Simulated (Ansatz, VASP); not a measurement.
# WC: VASP beside Ansatz

INCAR

```
PREC     = Accurate       # precision mode
ENCUT    = 1300           # plane-wave cutoff, eV
EDIFF    = 1E-6           # SCF threshold, eV
ISMEAR   = 1              # smearing method
SIGMA    = 0.1            # smearing width, eV
LREAL    = F              # projectors in reciprocal space
LASPH    = T              # aspherical terms in the spheres
NELM     = 120            # most SCF steps
ALGO     = Normal         # electronic algorithm
ISIF     = 2              # what is computed and relaxed
LWAVE    = F              # write WAVECAR
LCHARG   = T              # write CHGCAR
GGA      = PS             # functional
LELF     = T              # ELF
LVHAR    = T            
NBANDS   = 16             # bands
GGA_COMPAT= F
```

File KPOINTS:

```
Automatic mesh
0
Gamma
  11 11 11
```

The input POSCAR:

```
WC
1.0
    0.0000000000      2.1779635834      2.1779635834
    2.1779635834      0.0000000000      2.1779635834
    2.1779635834      2.1779635834      0.0000000000
W C
1 1
Direct
    0.0000000000      0.0000000000      0.0000000000
    0.5000000000      0.5000000000      0.5000000000
```

Input for Ansatz:

```yaml
crystal:
  lattice:
    - [0.0, 2.1779635834314552, 2.1779635834314552]
    - [2.1779635834314552, 0.0, 2.1779635834314552]
    - [2.1779635834314552, 2.1779635834314552, 0.0]
  atoms:
    - { symbol: W, position: [0.0, 0.0, 0.0] }
    - { symbol: C, position: [0.5, 0.5, 0.5] }
basis:
  ecutwfc: 500.0
kpoints:
  mp_grid:
    grid: [11, 11, 11]
hamiltonian:
  xc: pbesol
scf:
  occupations:
    method: methfessel_paxton
output:
  stress: true
```

Alike in both runs: task single point; functional PBEsol; k mesh 11 × 11 × 11; no spin polarisation.

|  | VASP | Ansatz |
| --- | --- | --- |
| version | VASP 6.6.1 | Ansatz 0.2.0 |
| potentials or method | VASP PAW PBE potentials, release 64 (W_sv, C_h), cutoff 1300 eV | plane waves, PAW |
| occupations | methfessel-paxton of order 1, width 0.1 eV | methfessel-paxton of order 1 |
| valence electrons in the cell | 18 | 18 |

VASP gave:

```
pressure (GPa) : -1.7
```

**Question.** Which values does Ansatz return?

**Answer.** Pressure (GPa): -2.8.

VASP's potentials were made for PBE, not for PBEsol.

Spin-orbit coupling is off throughout.
